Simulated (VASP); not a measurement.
A run of VASP 6.6.1 is set up as follows.

File INCAR:

```
SYSTEM = MnO2
ALGO = Fast
EDIFF = 1E-6
ENCUT = 520
GGA = PE
ISIF = 2
ISMEAR = -1
ISPIN = 2
LASPH = .True.
LCHARG = .True.
LELF = .True.
LMAXMIX = 4
LORBIT = 11
LREAL = .False.
LVHAR = .True.
LWAVE = .False.
MAGMOM = 4 4 0 0 0 0
NBANDS = 38
NELM = 150
PREC = Accurate
SIGMA = 0.05
```

Contents of KPOINTS:

```
k-points
0
Gamma
  6 6 9
  0 0 0
```

POSCAR

```
MnO2
1.0
    4.3305759700      0.0000000000      0.0000000000
    0.0000000000      4.4623126700      0.0000000000
    0.0000000000      0.0000000000      2.8624768000
Mn O
2 4
Direct
    0.5123360000      0.4960860000      0.4978600000
   -0.0091340000     -0.0014600000     -0.0137460000
    0.2042570000      0.8134940000      0.5082610000
    0.2837590000      0.3180310000     -0.0017530000
    0.7103750000      0.6778940000      0.0042870000
    0.7779350000      0.1718540000      0.4818390000
```

Potentials or basis: VASP PAW PBE potentials, release 64 (Mn_pv, O).

Launch:

```console
$ cat potpaw_PBE.64/Mn_pv/POTCAR potpaw_PBE.64/O/POTCAR > POTCAR
$ mpirun -np 1 vasp_std > vasp.out
```

(1) What does it give for the site moments?

(2) Estimate the largest force.

(3) Estimate the pressure.

(4) Estimate the net moment.

Results:

(1) Mn +2.71, +2.70; O +0.10, +0.09, +0.08 (each value once) μB.

(2) 1.746 eV/Å.

(3) 7.7 GPa.

(4) 5.99 μB per cell.

Caveat: the cell differs from its parent crystal (atoms moved at random); the cell stands under pressure; only a ferromagnetic start was run, and an antiferromagnetic order may lie lower in energy; forces of over 1 eV/Å act on the atoms, so gaps and moduli don't describe the material at rest.
